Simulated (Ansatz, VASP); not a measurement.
## Mo3W in VASP and in Ansatz

```
Mo W
1.0
     0.00000    3.16899    3.16899
     3.16899    0.00000    3.16899
     3.16899    3.16899    0.00000
Mo W
3 1
Cartesian
  0.0000 0.0000 0.0000
  1.5845 1.5845 1.5845
  4.7535 4.7535 4.7535
  3.1690 3.1690 3.1690
```

Alike in both runs: functional PBE; k mesh 4 × 4 × 4; occupations gaussian, width 0.1 eV; no spin polarisation.

Ansatz relaxed the structure, and its values are those at the end. VASP's run is a single point on that final structure, the one shown.

|  | VASP | Ansatz |
| --- | --- | --- |
| version | VASP 6.6.1 | Ansatz 0.2.0 |
| potentials or method | VASP PAW PBE potentials, release 64 (Mo_sv, W_sv), cutoff 500 eV | scalar-relativistic, plane waves, PAW |
| valence electrons in the cell | 56 | 56 |

|  | VASP | Ansatz | Ansatz less VASP |
| --- | --- | --- | --- |
| gap on the k mesh at the Fermi level (eV) | 0.29 | 0.29 | +0.001 |
| least direct gap on the mesh (eV) | 0.84 | 0.84 | 0.000 |
| pressure (GPa) | 0.4 | -0.1 | -0.52 |

The k mesh is coarse, so the values compare programs but aren't converged. Neither program's run includes spin-orbit coupling.
